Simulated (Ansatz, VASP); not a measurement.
Two plane-wave programs on CaAlBrCl3

File INCAR:

```
PREC = Accurate
ENCUT = 600
EDIFF = 1E-6
ISMEAR = 0
SIGMA = 0.2
LREAL = F
LASPH = T
NELM = 80
ALGO = Normal
ISIF = 3
LWAVE = F
LCHARG = F
GGA = PE
IBRION = 2
NSW = 36
EDIFFG = -0.08
```

File KPOINTS:

```
Automatic mesh
0
Gamma
  3 3 3
```

The input POSCAR:

```
CaAlBrCl3
1.0
    3.6072665100     -4.3506019400      0.0000000000
    3.6072665100      4.3506019400      0.0000000000
    0.0000000000      0.0000000000      6.2517159600
Ca Al Br Cl
1 1 1 3
Direct
    0.5000000000      0.5000000000      0.5000000000
    0.5000000000      0.5000000000      0.0000000000
    0.0000000000      0.0000000000      0.0000000000
    0.0000000000      0.0000000000      0.5000000000
    0.2602333300      0.7397666700      0.5000000000
    0.7397666700      0.2602333300      0.5000000000
```

Input for Ansatz:

```yaml
crystal:
  lattice:
    - [3.60726651, -4.35060194, 0.0]
    - [3.60726651, 4.35060194, 0.0]
    - [0.0, 0.0, 6.25171596]
  atoms:
    - { symbol: Ca, position: [0.5, 0.5, 0.5] }
    - { symbol: Al, position: [0.5, 0.5, 0.0] }
    - { symbol: Br, position: [0.0, 0.0, 0.0] }
    - { symbol: Cl, position: [0.0, 0.0, 0.5] }
    - { symbol: Cl, position: [0.26023333, 0.73976667, 0.5] }
    - { symbol: Cl, position: [0.73976667, 0.26023333, 0.5] }
basis:
  ecutwfc: 420
kpoints:
  mp_grid: { grid: [3, 3, 3] }
hamiltonian:
  xc: pbe
scf:
  occupations: { method: gaussian, width: 0.2 }
  lower_state_search: "off"
output:
  forces: true
  stress: true
  eigenvalues: true
relax:
  adjacent_minimum: "off"
  f_tol: 0.08
  max_steps: 16
  cell: { stress_tol: 0.8 }
```

Alike in both runs: task relaxation of cell and atoms; functional PBE; k mesh 3 × 3 × 3; occupations gaussian, width 0.2 eV; no spin polarisation.

```csv
,VASP,Ansatz
version,VASP 6.6.1,Ansatz 0.2.0
potentials or method,"VASP PAW PBE potentials, release 64 (Ca_sv, Al, Br, Cl), cutoff 600 eV","scalar-relativistic, plane waves, PAW"
valence electrons in the cell,41,41
```

```csv
,VASP,Ansatz,Ansatz less VASP
"gap on the k mesh at the Fermi level, each at its own relaxed structure (eV)",none,none,-
relaxed volume (Å³/atom),51.24,47.23,-4.011
relaxed cell length with the largest relative difference (Å),9.300,8.571,-0.7289
```

A gap of «none» marks a metal or a gap that the smearing closes. One of these differences is far larger than is usual between the two programs; its cause wasn't traced.

The k mesh is coarse, so the values compare programs but aren't converged. Noted on VASP's run: the volume moved by over 15 % at a fixed basis, so the end points are rough.
